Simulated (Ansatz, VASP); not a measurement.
Ir: VASP beside Ansatz

File INCAR:

```
PREC     = Accurate       # precision mode
ENCUT    = 520            # plane-wave cutoff, eV
EDIFF    = 1E-6           # SCF threshold, eV
ISMEAR   = -1             # smearing method
SIGMA    = 0.05           # smearing width, eV
LREAL    = False          # projectors in reciprocal space
LASPH    = True           # aspherical terms in the spheres
NELM     = 100            # most SCF steps
ALGO     = Fast           # electronic algorithm
ISIF     = 2              # what is computed and relaxed
LWAVE    = False          # write WAVECAR
LCHARG   = False          # write CHGCAR
GGA      = CA             # functional
NBANDS   = 10             # bands
```

File KPOINTS:

```
Automatic mesh
0
Gamma
  12 12 12
```

File POSCAR:

```
Ir
1.0
    0.0000000000      1.9156000000      1.9156000000
    1.9156000000      0.0000000000      1.9156000000
    1.9156000000      1.9156000000      0.0000000000
Ir
1
Direct
    0.0000000000      0.0000000000      0.0000000000
```

input.yaml

```yaml
crystal:
  lattice:
    - [0.0, 1.9156, 1.9156]
    - [1.9156, 0.0, 1.9156]
    - [1.9156, 1.9156, 0.0]
  atoms:
    - { symbol: Ir, position: [0.0, 0.0, 0.0] }
kpoints:
  mp_grid: { grid: [12, 12, 12] }
scf:
  occupations: { method: fermi_dirac, width: 0.05 }
hamiltonian:
  xc: lda
  pseudopotentials: { kind: all_electron, lapw: { basis_error: 0.001 } }
output:
  forces: true
  stress: true
  eigenvalues: true
```

Alike in both runs: task single point; functional LDA; k mesh 12 × 12 × 12; occupations fermi-dirac, width 0.05 eV; no spin polarisation.

|  | VASP | Ansatz |
| --- | --- | --- |
| version | VASP 6.6.1 | Ansatz 0.2.0 |
| potentials or method | VASP PAW LDA potentials, release 64 (Ir), cutoff 520 eV | all-electron LAPW, scalar-relativistic |

Ansatz gave:

```
gap on the k mesh at the Fermi level (eV) : none
pressure (GPa)                            : -6.6
```

Task: What did VASP give for the same quantities?

Result: gap on the k mesh at the Fermi level (eV): none; pressure (GPa): -4.1.

LDA's correlation is that of Perdew and Zunger in VASP and of Perdew and Wang (1992) in Ansatz. A gap of «none» marks a metal or a gap that the smearing closes. Ansatz ran all-electron here, and VASP with PAW potentials.

Spin-orbit coupling is off throughout.
